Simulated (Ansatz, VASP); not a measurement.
## Sc in VASP and in Ansatz

The input INCAR:

```
SYSTEM = Sc
ALGO     = Fast           ! electronic algorithm
EDIFF    = 1E-6           ! SCF threshold, eV
ENCUT    = 520            ! plane-wave cutoff, eV
GGA      = PS             ! functional
ISIF     = 2              ! what is computed and relaxed
ISMEAR   = 0              ! smearing method
LASPH    = .True.         ! aspherical terms in the spheres
LCHARG   = .False.        ! write CHGCAR
LREAL    = .False.        ! projectors in reciprocal space
LWAVE    = .False.        ! write WAVECAR
NBANDS   = 12             ! bands
NELM     = 80             ! most SCF steps
PREC     = Accurate       ! precision mode
SIGMA    = 0.15           ! smearing width, eV
```

KPOINTS

```
k-points
0
Gamma
  20 20 20
  0 0 0
```

File POSCAR:

```
Sc
1.0
    0.0000000000      2.2338726273      2.3455662587
    2.2338726273      0.0000000000      2.3455662587
    2.2338726273      2.2338726273      0.0000000000
Sc
1
Direct
    0.0000000000      0.0000000000      0.0000000000
```

Input for Ansatz:

```yaml
crystal:
  lattice:
    - [0.0, 2.2338726273, 2.3455662587]
    - [2.2338726273, 0.0, 2.3455662587]
    - [2.2338726273, 2.2338726273, 0.0]
  atoms:
    - { symbol: Sc, position: [0.0, 0.0, 0.0] }
basis:
  ecutwfc: 420
kpoints:
  mp_grid: { grid: [20, 20, 20] }
hamiltonian:
  xc: pbesol
scf:
  occupations: { method: gaussian, width: 0.15 }
output:
  forces: true
  stress: true
  eigenvalues: true
  write_density: true
  write_potential: true
  elf: true
  volumetric_format: npy
```

Alike in both runs: task single point; functional PBEsol; k mesh 20 × 20 × 20; occupations gaussian, width 0.15 eV; no spin polarisation.

|  | VASP | Ansatz |
| --- | --- | --- |
| version | VASP 6.6.1 | Ansatz 0.2.0 |
| potentials or method | VASP PAW PBE potentials, release 64 (Sc_sv), cutoff 520 eV | scalar-relativistic, plane waves, PAW |
| valence electrons in the cell | 11 | 11 |

Ansatz gave:

- gap on the k mesh at the Fermi level (eV): none
- pressure (GPa): 0.5
- traceless stress, the component that is largest in VASP (GPa): -1.05

Task: Estimate VASP's values.

Result: gap on the k mesh at the Fermi level (eV): none; pressure (GPa): 0.4; traceless stress, the component that is largest in VASP (GPa): -1.06.

VASP's potentials were made for PBE, not for PBEsol. A gap of «none» marks a metal or a gap that the smearing closes.
